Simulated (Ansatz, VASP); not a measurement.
## Li2O in VASP and in Ansatz

The input POSCAR:

```
Li2O
1.0
    2.3048835368      2.3048835368      0.0000000000
   -2.3048835368      2.3048835368      0.0000000000
    0.0000000000      2.3048835368      2.3048835368
Li O
2 1
Direct
    0.2500000000      0.7500000000      0.5000000000
    0.7500000000      0.2500000000      0.5000000000
    0.0000000000      0.0000000000      0.0000000000
```

Contents of INCAR.step1:

```
ALGO = Normal ; EDIFF = 1E-5
ENCUT = 830 ; GGA = PE
GGA_COMPAT = False ; ISMEAR = 0
LASPH = True ; LCHARG = False
LREAL = False ; LWAVE = True
NBANDS = 13 ; NELM = 120
PREC = Accurate ; SIGMA = 0.01
```

The input INCAR.step2:

```
ALGO = Normal ; EDIFF = 1E-6
ENCUT = 830 ; GGA_COMPAT = False
ISIF = 2 ; ISMEAR = 0
ISTART = 1 ; LASPH = True
LCHARG = False ; LMIXTAU = True
LREAL = False ; LWAVE = False
METAGGA = R2SCAN ; NBANDS = 13
NELM = 120 ; PREC = Accurate
SIGMA = 0.01
```

File KPOINTS:

```
k-points
0
Gamma
  8 8 8
```

Input for Ansatz:

```yaml
crystal:
  lattice:
    - [2.3048835368, 2.3048835368, 0.0]
    - [-2.3048835368, 2.3048835368, 0.0]
    - [0.0, 2.3048835368, 2.3048835368]
  atoms:
    - { symbol: Li, position: [0.25, 0.75, 0.5] }
    - { symbol: Li, position: [0.75, 0.25, 0.5] }
    - { symbol: O, position: [0.0, 0.0, 0.0] }
kpoints:
  mp_grid: { grid: [8, 8, 8] }
scf:
  occupations: { method: fixed }
  convergence: { dr2_threshold: 1.0e-10 }
hamiltonian:
  xc: r2scan
  pseudopotentials: { kind: paw }
output:
  forces: true
  stress: true
  eigenstates:
    kpoints:
      - [0.0, 0.0, 0.0]
      - [-0.5, 0.5, 0.0]
      - [-0.5, -0.5, -0.5]
      - [0.0, 0.0, -0.5]
      - [0.0, -0.5, -0.5]
      - [0.0, 0.5, 0.0]
      - [-0.5, 0.0, 0.0]
      - [-0.5, 0.0, -0.5]
  eigenvalues: true
```

Alike in both runs: task single point; functional r2SCAN; k mesh 8 × 8 × 8; no spin polarisation.

```csv
,VASP,Ansatz
version,VASP 6.6.1,Ansatz 0.2.0
potentials or method,"VASP PAW PBE potentials, release 64 (Li_sv, O)","PAW with Ansatz's default frozen-core files, scalar-relativistic"
plane-wave cutoff (eV),830,500
occupations,"gaussian, width 0.01 eV",fixed
valence electrons in the cell,12,12
```

```tsv
	VASP	Ansatz	Ansatz less VASP
gap on the k mesh at the Fermi level (eV)	5.68	5.72	+0.033
pressure (GPa)	-2.0	-2.0	+0.03
```

VASP's potentials were made for PBE, not for r2SCAN.
